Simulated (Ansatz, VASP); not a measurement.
**Mg8H: VASP beside Ansatz**

INCAR

```
PREC = Accurate ; ENCUT = 600
EDIFF = 1E-6 ; ISMEAR = 0
SIGMA = 0.1 ; LREAL = False
LASPH = True ; NELM = 100
ALGO = Normal ; ISIF = 3
LWAVE = False ; LCHARG = False
GGA = PE ; IBRION = 2
NSW = 90 ; EDIFFG = -0.025
```

The input KPOINTS:

```
regular mesh
0
Gamma
  6 6 6
```

File POSCAR:

```
Mg8H
1.0
    6.4375067966      0.0000000000      0.0000000000
   -3.2187533983      5.5750444229      0.0000000000
    0.0000000000      0.0000000000      5.1176959272
Mg H
8 1
Direct
    0.1664155314      0.3328310627      0.2528670815
    0.1664155314      0.8335844686      0.2528670815
    0.6666666667      0.3333333333      0.2464503806
    0.6671689373      0.8335844686      0.2528670815
    0.3328310627      0.1664155314      0.7471329185
    0.3333333333      0.6666666667      0.7535496194
    0.8335844686      0.1664155314      0.7471329185
    0.8335844686      0.6671689373      0.7471329185
    0.0000000000      0.0000000000      0.0000000000
```

Input for Ansatz:

```yaml
crystal:
  lattice:
    - [6.4375067966, 0.0, 0.0]
    - [-3.2187533983, 5.5750444229, 0.0]
    - [0.0, 0.0, 5.1176959272]
  atoms:
    - { symbol: Mg, position: [0.1664155314, 0.3328310627, 0.2528670815] }
    - { symbol: Mg, position: [0.1664155314, 0.8335844686, 0.2528670815] }
    - { symbol: Mg, position: [0.6666666667, 0.3333333333, 0.2464503806] }
    - { symbol: Mg, position: [0.6671689373, 0.8335844686, 0.2528670815] }
    - { symbol: Mg, position: [0.3328310627, 0.1664155314, 0.7471329185] }
    - { symbol: Mg, position: [0.3333333333, 0.6666666667, 0.7535496194] }
    - { symbol: Mg, position: [0.8335844686, 0.1664155314, 0.7471329185] }
    - { symbol: Mg, position: [0.8335844686, 0.6671689373, 0.7471329185] }
    - { symbol: H, position: [0.0, 0.0, 0.0] }
basis:
  ecutwfc: 420
kpoints:
  mp_grid: { grid: [6, 6, 6] }
hamiltonian:
  xc: pbe
scf:
  occupations: { method: gaussian, width: 0.1 }
output:
  forces: true
  stress: true
  eigenvalues: true
relax:
  adjacent_minimum: "off"
  f_tol: 0.025
  max_steps: 70
  cell: { stress_tol: 0.12 }
```

Alike in both runs: task relaxation of cell and atoms; functional PBE; k mesh 6 × 6 × 6; occupations gaussian, width 0.1 eV; no spin polarisation.

```csv
,VASP,Ansatz
version,VASP 6.6.1,Ansatz 0.2.0
potentials or method,"VASP PAW PBE potentials, release 64 (Mg, H), cutoff 600 eV","scalar-relativistic, plane waves, PAW"
valence electrons in the cell,17,81
```

|  | VASP | Ansatz | Ansatz less VASP |
| --- | --- | --- | --- |
| gap on the k mesh at the Fermi level, each at its own relaxed structure (eV) | none | none | - |
| relaxed volume (Å³/atom) | 20.39 | 20.44 | +0.048 |
| relaxed cell length with the largest relative difference (Å) | 5.126 | 5.135 | +0.0098 |

A gap of «none» marks a metal or a gap that the smearing closes. VASP's potentials hold 17 valence electrons a cell and Ansatz's 81, so a difference there can come from the potentials and not from the codes.

Noted on VASP's run: too few bands were computed for a metal, which touches its energy and stress.
